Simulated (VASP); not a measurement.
# Mg2Ge (Fm-3m) in VASP: single point with HSE06

Aim: the single point of Mg2Ge with HSE06.

Program: VASP 6.6.1. These are calculated values, not measurements. Logs are shortened: lines on timing, memory, paths and dates and some standing lists are left out, and cuts for length are marked.

## (1) The cell of the first run

It takes space group Fm-3m (No. 225, cubic). Conventional cell: a = 6.366 Å, b = 6.366 Å, c = 6.366 Å, α = 90.00°, β = 90.00°, γ = 90.00°. Within 3.6 Å of Ge (site symmetry m-3m) lie 8 Mg at 2.76 Å. Mg (site symmetry -43m) has 4 Ge at 2.76 Å and 6 Mg at 3.18 Å within 3.6 Å.

## (2) Single point, HSE06

Input file POSCAR:

```
Mg2Ge
1.0
    0.0000000000      3.1831012284      3.1831012284
    3.1831012284      0.0000000000      3.1831012284
    3.1831012284      3.1831012284      0.0000000000
Ge Mg
1 2
Direct
    0.0000000000      0.0000000000      0.0000000000
    0.2500000000      0.2500000000      0.2500000000
    0.7500000000      0.7500000000      0.7500000000
```

Input file INCAR.step1:

```
SYSTEM = Mg2Ge
PREC = Accurate
ENCUT = 520
EDIFF = 1E-5
ISMEAR = -1
SIGMA = 0.02
LREAL = .FALSE.
LASPH = .TRUE.
NELM = 120
ALGO = Normal
ISIF = 2
LWAVE = .TRUE.
LCHARG = .FALSE.
GGA = PE
NBANDS = 16
GGA_COMPAT = .FALSE.
```

Input file INCAR.step2:

```
SYSTEM = Mg2Ge
PREC = Accurate
ENCUT = 520
EDIFF = 1E-6
ISMEAR = -1
SIGMA = 0.02
LREAL = .FALSE.
LASPH = .TRUE.
NELM = 120
ALGO = Normal
ISIF = 2
LWAVE = .FALSE.
LCHARG = .FALSE.
GGA = PE
LHFCALC = .TRUE.
HFSCREEN = 0.2079
PRECFOCK = Normal
ISTART = 1
NBANDS = 16
GGA_COMPAT = .FALSE.
```

Input file KPOINTS:

```
Automatic mesh
0
G
  6 6 6
  0 0 0
```

Potentials or basis: VASP PAW PBE potentials, release 64 (Ge_d, Mg).

On the command line:

```sh
$ cat potpaw_PBE.64/Ge_d/POTCAR potpaw_PBE.64/Mg/POTCAR > POTCAR
$ cp INCAR.step1 INCAR
$ mpirun -np 1 vasp_std > vasp.out
$ cp INCAR.step2 INCAR
$ mpirun -np 1 vasp_std > vasp.out
```

OUTCAR:

```text
SYSTEM = Mg2Ge
   PREC = Accurate
   ENCUT = 520
   EDIFF = 1E-6
   ISMEAR = -1
   LREAL = .FALSE.
   LASPH = .TRUE.
   NELM = 120
   ISIF = 2
   GGA = PE
   LHFCALC = .TRUE.
   HFSCREEN = 0.2079
   PRECFOCK = Normal
   ISTART = 1

 ion  position               nearest neighbor table
   1  0.000  0.000  0.000-   3 2.76   3 2.76   3 2.76   2 2.76   3 2.76   2 2.76   2 2.76   2 2.76

   2  0.250  0.250  0.250-   1 2.76   1 2.76   1 2.76   1 2.76   3 3.18   3 3.18   3 3.18   3 3.18
                             3 3.18   3 3.18
   3  0.750  0.750  0.750-   1 2.76   1 2.76   1 2.76   1 2.76   2 3.18   2 3.18   2 3.18   2 3.18
                             2 3.18   2 3.18

  LATTYP: Found a face centered cubic cell.
 ALAT       =     6.3662024568

  Lattice vectors:

 A1 = (   0.0000000000,   3.1831012284,   3.1831012284)
 A2 = (   3.1831012284,   0.0000000000,   3.1831012284)
 A3 = (   3.1831012284,   3.1831012284,   0.0000000000)

Analysis of symmetry for initial positions (statically):
=====================================================================
 Subroutine PRICEL returns:
 Original cell was already a primitive cell.

 Routine SETGRP: Setting up the symmetry group for a
 face centered cubic supercell.

 Subroutine GETGRP returns: Found 48 space group operations
 (whereof 48 operations were pure point group operations)
 out of a pool of 48 trial point group operations.

The static configuration has the point symmetry O_h .

Analysis of symmetry for dynamics (positions and initial velocities):
=====================================================================
 Subroutine PRICEL returns:
 Original cell was already a primitive cell.

 Routine SETGRP: Setting up the symmetry group for a
 face centered cubic supercell.

 Subroutine GETGRP returns: Found 48 space group operations
 (whereof 48 operations were pure point group operations)
 out of a pool of 48 trial point group operations.

The dynamic configuration has the point symmetry O_h .

 Subroutine INISYM returns: Found 48 space group operations
 (whereof 48 operations are pure point group operations),
 and found     1 'primitive' translations

[... 91 lines left out ...]
   IBRION =     -1    ionic relax: 0-MD 1-quasi-New 2-CG
   NFREE  =      0    steps in history (QN), initial steepest desc. (CG)
   ISIF   =      2    stress and relaxation
   ISYM   =      3    0-nonsym 1-usesym 2-fastsym
   POTIM  = 0.5000    time-step for ionic-motion
   TEBEG  =    0.0;   TEEND  =   0.0 temperature during run
   PSTRESS=    0.0 pullay stress
   NELECT =      18.0000    total number of electrons
   NUPDOWN=      -1.0000    fix difference up-down
   EMIN   =  10.00;   EMAX   =-10.00  energy-range for DOS
   EFERMI =   0.00;   METHOD = LEGACY
   ISMEAR =    -1;   SIGMA  =   0.02  broadening in eV -4-tet -1-fermi 0-gaus
   EFERMI_NEDOS =   21; number of points for ismear=-14 and -15
   IALGO  =     38    algorithm
   IMIX   =      1    mixing-type and parameters
     AMIX     =   0.40;   BMIX     =  1.00
     AMIX_MAG =   1.60;   BMIX_MAG =  1.00
  volume/ion in A,a.u.               =      21.50       145.10
  Fermi-wavevector in a.u.,A,eV,Ry     =   1.069806  2.021641 15.571676  1.144486
  Thomas-Fermi vector in A             =   2.205497
   LORBIT       =      0    0 simple, 1 ext, 2 COOP (PROOUT), +10 PAW based schemes
   GGA     = PE    functional components
   LHFCALC =     T    Hartree Fock is set to
   PRECFOCK=normal    Normal, Fast or Accurate (Low or Medium for compatibility)
   ENCUT4O =  -1.0   cutoff for four orbital integrals eV
   NKREDX  =     1    reduce k-point grid by
   NKREDY  =     1    reduce k-point grid by
   NKREDZ  =     1    reduce k-point grid by
   AEXX    =    0.2500 exact exchange contribution
   HFSCREEN=    0.2079 screening length (either q_TF or 0.3 A-1)
   HFSCREENC=   0.2079 screening length for correlation (either q_TF or 0.3 A-1)
   ENCUTFOCK=  -1.0 apply spherical cutoff to Coloumb kernel
   IVDW    =     0    specifies the selected vdW correction
   LEPSILON=     F    determine dielectric tensor
   LRPA    =     F    only Hartree local field effects (RPA)
 non-spin polarized calculation
  energy-cutoff  :      520.00
  volume of cell :       64.50
 maximum number of plane-waves:      1807
 NGX is ok and might be reduce to    36
  NGX = 28; NGY = 28; NGZ = 28

 number of electron      18.0000007 magnetization

 Free energy of the ion-electron system (eV)
  ---------------------------------------------------
  ext. energy  EPLUGINS =         0.00000000
  ---------------------------------------------------
  free energy    TOTEN  =        -9.34161124 eV

  energy without entropy =       -9.34161120  energy(sigma->0) =       -9.34161122

 E-fermi :   3.5733     XC(G=0):  -7.5887

 val. band max:        3.3185700052   @ k =   0.0000   0.0000   0.0000
 cond. band min:       3.8280710092   @ k =   0.5000   0.5000   0.0000
 fundamental gap:      0.5095010040
 Fermi energy:         3.5733079784

 k-point     1 :       0.0000    0.0000    0.0000
  band No.  band energies     occupation
      1     -23.4568      2.00000
      2     -23.4568      2.00000
      3     -23.4568      2.00000
      4     -23.4426      2.00000
      5     -23.4426      2.00000
      6      -7.5606      2.00000
[... 281 lines left out ...]
      3     -23.4547      2.00000
      4     -23.4429      2.00000
      5     -23.4417      2.00000
      6      -5.5571      2.00000
[... 8 lines left out ...]
     15      13.1073      0.00000
     16      13.8305      0.00000

------------------------ aborting loop because EDIFF is reached ----------------------------------------

  FORCE on cell =-STRESS in cart. coord.  units (eV):
  Direction    XX          YY          ZZ          XY          YZ          ZX
  --------------------------------------------------------------------------------------
  -------------------------------------------------------------------------------------
  Total        0.1029245      0.1029245      0.1029245      0.0000000      0.0000000     -0.0000000
  in kB        2.5565119      2.5565119      2.5565119      0.0000000      0.0000000     -0.0000000
  external PRESSURE =       2.5565119 kB  Pullay stress =       0.0000000 kB

 VOLUME and BASIS-vectors are now :
 -----------------------------------------------------------------------------
  energy-cutoff  :      520.00
  volume of cell :       64.50
      direct lattice vectors                 reciprocal lattice vectors
     0.000000000  3.183101228  3.183101228    -0.157079516  0.157079516  0.157079516
     3.183101228  0.000000000  3.183101228     0.157079516 -0.157079516  0.157079516
     3.183101228  3.183101228  0.000000000     0.157079516  0.157079516 -0.157079516

 POSITION                                       TOTAL-FORCE (eV/Angst)
 -----------------------------------------------------------------------------------
      0.00000      0.00000      0.00000        -0.000000     -0.000000     -0.000000
      1.59155      1.59155      1.59155        -0.000000     -0.000000     -0.000000
      4.77465      4.77465      4.77465         0.000000      0.000000      0.000000
 -----------------------------------------------------------------------------------
    total drift:                                0.000138      0.000030      0.000064

  FREE ENERGIE OF THE ION-ELECTRON SYSTEM (eV)
  ---------------------------------------------------
  free  energy   TOTEN  =        -9.3416112431 eV

  energy  without entropy=       -9.3416111983  energy(sigma->0) =       -9.34161122
```

OSZICAR.step1:

```text
N       E                     dE             d eps       ncg     rms          rms(c)
DAV:   1     0.886395910089E+02    0.88640E+02   -0.86946E+03   536   0.184E+03
DAV:   2     0.331034374227E+01   -0.85329E+02   -0.81860E+02   560   0.442E+02
DAV:   3    -0.848045206755E+01   -0.11791E+02   -0.11742E+02   640   0.920E+01
DAV:   4    -0.881093029797E+01   -0.33048E+00   -0.33045E+00   640   0.157E+01
DAV:   5    -0.881839000904E+01   -0.74597E-02   -0.74596E-02   656   0.260E+00    0.328E+00
DAV:   6    -0.841363201236E+01    0.40476E+00   -0.44406E-01   632   0.358E+00    0.172E+00
DAV:   7    -0.832996839384E+01    0.83664E-01   -0.25566E-01   592   0.310E+00    0.544E-01
DAV:   8    -0.833119553299E+01   -0.12271E-02   -0.21063E-02   672   0.204E+00    0.128E-01
DAV:   9    -0.833105477219E+01    0.14076E-03   -0.16772E-03   672   0.663E-01    0.321E-02
DAV:  10    -0.833107454542E+01   -0.19773E-04   -0.11423E-04   592   0.680E-02    0.120E-02
DAV:  11    -0.833108111300E+01   -0.65676E-05   -0.18221E-05   576   0.373E-02
   1 F= -.83310811E+01 E0= -.83309964E+01  d E =-.169387E-03
```

Run time: 60 min. Hardware: 1 thread of Intel Xeon Platinum 8488C (Sapphire Rapids), shared host; peak memory 0.35 GiB.

Results:

```yaml
Free_energy: -9.3416 eV
Pressure: 0.3 GPa
Band_gap_on_the_k_mesh: 0.51 eV (least direct gap 1.74 eV)
```

Caveat: the structure was generated, so it needn't be the stable form of Mg2Ge; the PAW data sets were made with another functional, which shifts forces and pressure a little. A k mesh can miss the band edges.
